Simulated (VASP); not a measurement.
# Cu (Fm-3m) in VASP: a series of runs

Cu is run at these levels: PBEsol; tasks: single point, relaxation of cell and atoms.

Everything below comes from runs of VASP 6.6.1. Logs are shortened: lines on timing, memory, paths and dates and some standing lists are left out, and cuts for length are marked.

### Step 1. The cell of the first run

The structure is cubic, space group Fm-3m (No. 225). Conventional cell: a = 3.564 Å, b = 3.564 Å, c = 3.564 Å, α = 90.00°, β = 90.00°, γ = 90.00°. Cu (site symmetry m-3m) has 12 Cu at 2.52 Å within 3.3 Å.

### Step 2. Single point, PBEsol

Input file INCAR:

```
SYSTEM = Cu
PREC = Accurate
ENCUT = 520
EDIFF = 1E-7
ISMEAR = 0
SIGMA = 0.1
LREAL = .False.
LASPH = .True.
NELM = 60
ALGO = Normal
ISIF = 2
LWAVE = .False.
LCHARG = .True.
GGA = PS
LELF = .True.
LVHAR = .True.
NBANDS = 12
```

Input file KPOINTS:

```
Automatic mesh
0
Gamma
  10 10 10
  0 0 0
```

Input file POSCAR:

```
Cu
1.0
    2.5197999023      0.0000000000      0.0000000000
    1.2598999512      2.1822107279      0.0000000000
    1.2598999512      0.7274035760      2.0574080049
Cu
1
Direct
    0.0000000000      0.0000000000      0.0000000000
```

Potentials or basis: VASP PAW PBE potentials, release 64 (Cu).

Launch:

```sh
$ cat potpaw_PBE.64/Cu/POTCAR > POTCAR
$ mpirun -np 1 vasp_std > vasp.out
```

OUTCAR:

```text
SYSTEM = Cu
   PREC = Accurate
   ENCUT = 520
   EDIFF = 1E-7
   ISMEAR = 0
   LREAL = .False.
   LASPH = .True.
   NELM = 60
   ISIF = 2
   GGA = PS

 ion  position               nearest neighbor table
   1  0.000  0.000  0.000-

  LATTYP: Found a face centered cubic cell.
 ALAT       =     3.5635351964

  Lattice vectors:

 A1 = (   2.5197999023,   0.0000000000,   0.0000000000)
 A2 = (   1.2598999512,   2.1822107279,   0.0000000000)
 A3 = (   1.2598999512,   0.7274035760,   2.0574080049)

Analysis of symmetry for initial positions (statically):
=====================================================================
 Subroutine PRICEL returns:
 Original cell was already a primitive cell.

 Routine SETGRP: Setting up the symmetry group for a
 face centered cubic supercell.

 Subroutine GETGRP returns: Found 48 space group operations
 (whereof 48 operations were pure point group operations)
 out of a pool of 48 trial point group operations.

The static configuration has the point symmetry O_h .

Analysis of symmetry for dynamics (positions and initial velocities):
=====================================================================
 Subroutine PRICEL returns:
 Original cell was already a primitive cell.

 Routine SETGRP: Setting up the symmetry group for a
 face centered cubic supercell.

 Subroutine GETGRP returns: Found 48 space group operations
 (whereof 48 operations were pure point group operations)
 out of a pool of 48 trial point group operations.

The dynamic configuration has the point symmetry O_h .

 Subroutine INISYM returns: Found 48 space group operations
 (whereof 48 operations are pure point group operations),
 and found     1 'primitive' translations

----------------------------------------------------------------------------------------

                                     Primitive cell

  volume of cell :      11.3131

  direct lattice vectors                    reciprocal lattice vectors
     2.519799902  0.000000000  0.000000000     0.396856909 -0.229125443 -0.162016155
     1.259899951  2.182210728  0.000000000     0.000000000  0.458250886 -0.162016155
     1.259899951  0.727403576  2.057408005     0.000000000  0.000000000  0.486048464

  length of vectors
     2.519799902  2.519799902  2.519799902     0.486048464  0.486048464  0.486048464

  position of ions in fractional coordinates (direct lattice)
     0.000000000  0.000000000  0.000000000

  ion indices of the primitive-cell ions
   primitive index   ion index
                 1           1

----------------------------------------------------------------------------------------

 KPOINTS: Automatic mesh

Automatic generation of k-mesh.
 Grid dimensions read from file:
 generate k-points for:   10   10   10

 Generating k-lattice:

  Cartesian coordinates                     Fractional coordinates (reciprocal lattice)
     0.039685691 -0.022912544 -0.016201615     0.100000000  0.000000000 -0.000000000
     0.000000000  0.045825089 -0.016201615     0.000000000  0.100000000  0.000000000
     0.000000000  0.000000000  0.048604846     0.000000000  0.000000000  0.100000000

  Length of vectors
     0.048604846  0.048604846  0.048604846

  Shift w.r.t. Gamma in fractional coordinates (k-lattice)
     0.000000000  0.000000000  0.000000000

 Subroutine IBZKPT returns following result:
 ===========================================

 Found     47 irreducible k-points:

 Following reciprocal coordinates:
            Coordinates               Weight
  0.000000  0.000000  0.000000      1.000000
  0.100000  0.000000  0.000000      8.000000
  0.200000  0.000000  0.000000      8.000000
  0.300000 -0.000000  0.000000      8.000000
  0.400000 -0.000000 -0.000000      8.000000
  0.500000 -0.000000  0.000000      4.000000
[... 16 lines left out ...]
  0.300000  0.300000  0.000000      6.000000
  0.400000  0.300000 -0.000000     24.000000
 [... further k-points ...]
   k-points           NKPTS =     47   k-points in BZ     NKDIM =     47   number of bands    NBANDS=     12
   number of dos      NEDOS =    301   number of ions     NIONS =      1
   total plane-waves  NPLWV =   8000
   dimension x,y,z NGX =    20 NGY =   20 NGZ =   20
   dimension x,y,z NGXF=    40 NGYF=   40 NGZF=   40
   ions per type =               1
   NGX,Y,Z   is equivalent  to a cutoff of  13.20, 13.20, 13.20 a.u.
   NGXF,Y,Z  is equivalent  to a cutoff of  26.39, 26.39, 26.39 a.u.
 SYSTEM =  Cu
   PREC   = accura    normal or accurate (medium, high low for compatibility)
   ISTART =      0    job   : 0-new  1-cont  2-samecut
   ICHARG =      2    charge: 1-file 2-atom 10-const
   ISPIN  =      1    spin polarized calculation?
   LNONCOLLINEAR =      F non collinear calculations
   LSORBIT =      F    spin-orbit coupling
   LASPH  =      T    aspherical Exc in radial PAW
   ENCUT  =  520.0 eV  38.22 Ry    6.18 a.u.   4.69  4.69  4.69*2*pi/ulx,y,z
   NELM   =     60;   NELMIN=  2; NELMDL= -5     # of ELM steps
   EDIFF  = 0.1E-06   stopping-criterion for ELM
   LREAL  =      F    real-space projection
   EDIFFG = 0.1E-05   stopping-criterion for IOM
   NSW    =      0    number of steps for IOM
   IBRION =     -1    ionic relax: 0-MD 1-quasi-New 2-CG
   NFREE  =      0    steps in history (QN), initial steepest desc. (CG)
   ISIF   =      2    stress and relaxation
   ISYM   =      2    0-nonsym 1-usesym 2-fastsym
   POTIM  = 0.5000    time-step for ionic-motion
   TEBEG  =    0.0;   TEEND  =   0.0 temperature during run
   PSTRESS=    0.0 pullay stress
   NELECT =      11.0000    total number of electrons
   NUPDOWN=      -1.0000    fix difference up-down
   EMIN   =  10.00;   EMAX   =-10.00  energy-range for DOS
   EFERMI =   0.00;   METHOD = LEGACY
   ISMEAR =     0;   SIGMA  =   0.10  broadening in eV -4-tet -1-fermi 0-gaus
   EFERMI_NEDOS =   21; number of points for ismear=-14 and -15
   IALGO  =     38    algorithm
   IMIX   =      4    mixing-type and parameters
     AMIX     =   0.40;   BMIX     =  1.00
     AMIX_MAG =   1.60;   BMIX_MAG =  1.00
  volume/ion in A,a.u.               =      11.31        76.34
  Fermi-wavevector in a.u.,A,eV,Ry     =   1.621852  3.064857 35.788837  2.630405
  Thomas-Fermi vector in A             =   2.715561
   LORBIT       =      0    0 simple, 1 ext, 2 COOP (PROOUT), +10 PAW based schemes
   GGA     = PS    functional components
   LHFCALC =     F    Hartree Fock is set to
   AEXX    =    0.0000 exact exchange contribution
   IVDW    =     0    specifies the selected vdW correction
   LEPSILON=     F    determine dielectric tensor
   LRPA    =     F    only Hartree local field effects (RPA)
 non-spin polarized calculation
 Gauss-broadening in eV      SIGMA  =   0.10
  energy-cutoff  :      520.00
  volume of cell :       11.31
 maximum number of plane-waves:       322
   NGX =  9   NGY =  9   NGZ =  9

 number of electron      11.0000013 magnetization

 Free energy of the ion-electron system (eV)
  ---------------------------------------------------
  ext. energy  EPLUGINS =         0.00000000
  ---------------------------------------------------
  free energy    TOTEN  =        -4.29496521 eV

  energy without entropy =       -4.29150072  energy(sigma->0) =       -4.29323297

 E-fermi :   7.8104     XC(G=0): -13.1620

 val. band max:        7.7696292265   @ k =   0.5000   0.1000   0.0000
 cond. band min:       8.0540661500   @ k =   0.5000   0.3000   0.1000
 fundamental gap:      0.2844369235
 Fermi energy:         7.8104102367

 k-point     1 :       0.0000    0.0000    0.0000
  band No.  band energies     occupation
      1      -1.7793      2.00000
      2       4.7741      2.00000
      3       4.7741      2.00000
      4       4.7741      2.00000
      5       5.6636      2.00000
      6       5.6636      2.00000
      7      30.8695      0.00000
      8      33.8207      0.00000
      9      33.8208      0.00000
     10      33.8208      0.00000
     11      36.3373      0.00000
     12      36.3373      0.00000

 k-point     2 :       0.1000    0.0000    0.0000
  band No.  band energies     occupation
      1      -1.4056      2.00000
      2       4.6944      2.00000
      3       4.8428      2.00000
      4       4.8428      2.00000
      5       5.6388      2.00000
      6       5.6388      2.00000
      7      28.4656      0.00000
      8      31.7396      0.00000
      9      32.9102      0.00000
     10      32.9102      0.00000
     11      37.7271      0.00000
     12      37.7271      0.00000

 k-point     3 :       0.2000    0.0000    0.0000
  band No.  band energies     occupation
      1      -0.3341      2.00000
      2       4.5331      2.00000
      3       4.9462      2.00000
      4       4.9462      2.00000
      5       5.6604      2.00000
      6       5.6604      2.00000
      7      23.2565      0.00000
      8      31.1780      0.00000
      9      31.7946      0.00000
     10      31.7946      0.00000
     11      38.1879      0.00000
     12      38.2696      0.00000
[... 286 lines left out ...]
 k-point    23 :       0.3000    0.3000    0.0000
  band No.  band energies     occupation
      1       1.9513      2.00000
      2       3.7746      2.00000
      3       5.3541      2.00000
      4       5.7399      2.00000
      5       5.7399      2.00000
      6       6.0462      2.00000
      7      23.8424      0.00000
      8      24.0779      0.00000
      9      24.0779      0.00000
     10      26.7895      0.00000
     11      29.9388      0.00000
     12      47.7847      0.00000

 k-point    24 :       0.4000    0.3000   -0.0000
  band No.  band energies     occupation
      1       2.6840      2.00000
      2       3.6283      2.00000
      3       5.3282      2.00000
      4       5.8056      2.00000
      5       6.2356      2.00000
      6       6.8487      2.00000
      7      20.3659      0.00000
      8      21.2571      0.00000
      9      23.2426      0.00000
     10      27.4394      0.00000
     11      31.3528      0.00000
     12      46.3956      0.00000

 [... further k-points ...]
[... 5 lines left out ...]
  --------------------------------------------------------------------------------------
  -------------------------------------------------------------------------------------
  Total        0.0534309      0.0534309      0.0534309      0.0000000      0.0000000      0.0000000
  in kB        7.5669349      7.5669349      7.5669349      0.0000000      0.0000000      0.0000000
  external PRESSURE =       7.5669349 kB  Pullay stress =       0.0000000 kB

 VOLUME and BASIS-vectors are now :
 -----------------------------------------------------------------------------
  energy-cutoff  :      520.00
  volume of cell :       11.31
      direct lattice vectors                 reciprocal lattice vectors
     2.519799902  0.000000000  0.000000000     0.396856909 -0.229125443 -0.162016155
     1.259899951  2.182210728  0.000000000     0.000000000  0.458250886 -0.162016155
     1.259899951  0.727403576  2.057408005     0.000000000  0.000000000  0.486048464

 POSITION                                       TOTAL-FORCE (eV/Angst)
 -----------------------------------------------------------------------------------
      0.00000      0.00000      0.00000         0.000000      0.000000      0.000000
 -----------------------------------------------------------------------------------
    total drift:                                0.000000      0.000000      0.000000

  FREE ENERGIE OF THE ION-ELECTRON SYSTEM (eV)
  ---------------------------------------------------
  free  energy   TOTEN  =        -4.2949652146 eV

  energy  without entropy=       -4.2915007168  energy(sigma->0) =       -4.29323297
```

It took 7.4 s on 1 thread of Intel Xeon Platinum 8375C at 2.90GHz (Ice Lake), shared host; peak memory 0.13 GiB.

Results:

* Free energy: -4.2950 eV
* Pressure: 0.8 GPa

Caveat: the PAW data sets were made with another functional, which shifts forces and pressure a little.

### Step 3. Relaxation of cell and atoms, PBEsol

This run uses another cell than the first one, of 11.81 Å³/atom, 1.044 times its volume.

Input file INCAR:

```
ALGO = Normal ; EDIFF = 1E-6
EDIFFG = -0.02 ; ENCUT = 600
GGA = PS ; IBRION = 2
ISIF = 3 ; ISMEAR = 0
LASPH = T ; LCHARG = F
LREAL = F ; LWAVE = F
NELM = 100 ; NSW = 80
PREC = Accurate ; SIGMA = 0.1
```

Input file KPOINTS:

```
k-points
0
Gamma
  10 10 10
```

Input file POSCAR:

```
Cu
1.0
    2.5561910000      0.0000000000      0.0000000000
    1.2780955000      2.2137263429      0.0000000000
    1.2780955000      0.7379087810      2.0871212117
Cu
1
Direct
    0.0000000000      0.0000000000      0.0000000000
```

Potentials or basis: VASP PAW PBE potentials, release 64 (Cu).

Launch:

```sh
$ cat potpaw_PBE.64/Cu/POTCAR > POTCAR
$ mpirun -np 1 vasp_std > vasp.out
```

OUTCAR:

```text
EDIFF = 1E-6
   EDIFFG = -0.02
   ENCUT = 600
   GGA = PS
   IBRION = 2
   ISIF = 3
   ISMEAR = 0
   LASPH = T
   LREAL = F
   NELM = 100
   NSW = 80
   PREC = Accurate

 ion  position               nearest neighbor table
   1  0.000  0.000  0.000-

  LATTYP: Found a face centered cubic cell.
 ALAT       =     3.6149999802

  Lattice vectors:

 A1 = (   2.5561910000,   0.0000000000,   0.0000000000)
 A2 = (   1.2780955000,   2.2137263429,   0.0000000000)
 A3 = (   1.2780955000,   0.7379087810,   2.0871212117)

Analysis of symmetry for initial positions (statically):
=====================================================================
 Subroutine PRICEL returns:
 Original cell was already a primitive cell.

 Routine SETGRP: Setting up the symmetry group for a
 face centered cubic supercell.

[... 244 lines left out ...]

 E-fermi :   7.7479     XC(G=0): -13.1330

 val. band max:        7.7106819751   @ k =   0.5000   0.1000  -0.0000
 cond. band min:       7.9883999170   @ k =   0.5000   0.3000   0.1000
 fundamental gap:      0.2777179419
 Fermi energy:         7.7478517298

 k-point     1 :       0.0000    0.0000    0.0000
  band No.  band energies     occupation
      1      -1.8039      2.00000
      2       4.7272      2.00000
      3       4.7272      2.00000
      4       4.7272      2.00000
      5       5.6099      2.00000
      6       5.6099      2.00000
      7      30.7673      0.00000
      8      33.6800      0.00000
      9      33.6800      0.00000
[... 265 lines left out ...]
 k-point    24 :       0.4000    0.3000   -0.0000
  band No.  band energies     occupation
      1       2.6496      2.00000
      2       3.5902      2.00000
      3       5.2778      2.00000
      4       5.7512      2.00000
      5       6.1778      2.00000
      6       6.7891      2.00000
      7      20.2649      0.00000
      8      21.1487      0.00000
      9      23.1325      0.00000

 [... further k-points ...]
[... 5 lines left out ...]
  --------------------------------------------------------------------------------------
  -------------------------------------------------------------------------------------
  Total        0.0020387      0.0020387      0.0020387     -0.0000000      0.0000000     -0.0000000
  in kB        0.2873128      0.2873128      0.2873128     -0.0000000      0.0000000     -0.0000000
  external PRESSURE =       0.2873128 kB  Pullay stress =       0.0000000 kB
[... 16 lines left out ...]
  FREE ENERGIE OF THE ION-ELECTRON SYSTEM (eV)
  ---------------------------------------------------
  free  energy   TOTEN  =        -4.2953875965 eV

  energy  without entropy=       -4.2919572194  energy(sigma->0) =       -4.29367241

 reached required accuracy - stopping structural energy minimisation
```

OSZICAR:

```text
N       E                     dE             d eps       ncg     rms          rms(c)
DAV:   1     0.388109666802E+02    0.38811E+02   -0.62082E+03   862   0.231E+03
DAV:   2    -0.482723036038E+01   -0.43638E+02   -0.41611E+02   847   0.208E+02
DAV:   3    -0.536958038537E+01   -0.54235E+00   -0.54068E+00   987   0.341E+01
[... 23 lines left out ...]
DAV:   3    -0.429884420071E+01    0.34117E-01   -0.27127E-01   876   0.125E+01    0.422E-01
DAV:   4    -0.429541079437E+01    0.34334E-02   -0.66279E-03  1209   0.125E+00    0.465E-02
DAV:   5    -0.429538874070E+01    0.22054E-04   -0.18899E-04   907   0.321E-01    0.136E-02
DAV:   6    -0.429538744599E+01    0.12947E-05   -0.46819E-06   628   0.384E-02    0.148E-03
DAV:   7    -0.429538759645E+01   -0.15046E-06   -0.38687E-07   439   0.102E-02
   3 F= -.42953876E+01 E0= -.42936724E+01  d E =-.806171E-02
```

CONTCAR:

```text
Cu
   1.00000000000000
     2.5239114008698476    0.0000000000000000    0.0000000000000000
     1.2619557004349238    2.1857713900302627   -0.0000000000004465
     1.2619557004349238    0.7285904633759124    2.0607650293762969
  Cu
     1
Direct
     0.0000000000000000    0.0000000000000000    1.0000000000000000

  0.00000000E+00  0.00000000E+00  0.00000000E+00
```

It took 16 s on 1 thread of Intel Xeon Platinum 8375C at 2.90GHz (Ice Lake), shared host; peak memory 0.12 GiB.

Results:

```yaml
Free_energy: -4.2954 eV
Relaxed_volume: 11.37 Å³/atom
Relaxed_cell: a = 2.524 Å, b = 2.524 Å, c = 2.524 Å, α = 60.00°, β = 60.00°, γ = 60.00°
Space_group_after_relaxing_to_0.05_Å: Fm-3m (No. 225)
Energy_gained_by_relaxing: 8.1 meV/atom
Ionic_steps: 3
Pressure_after_relaxing: 0.0 GPa
```

Step by step:
```tsv
step	energy change (eV)	largest force (eV/Å)	pressure (GPa)	volume (Å³)
1	0.0000	0.0000	-5.63	11.81
2	-0.0051	0.0000	3.92	11.12
3	-0.0081	0.0000	0.03	11.37
```

Final structure:
```
Cu
1.0
     2.52391    0.00000    0.00000
     1.26196    2.18577    0.00000
     1.26196    0.72859    2.06077
Cu
1
Direct
  0.00000 0.00000 0.00000
```

Caveat: the PAW data sets were made with another functional, which shifts forces and pressure a little.
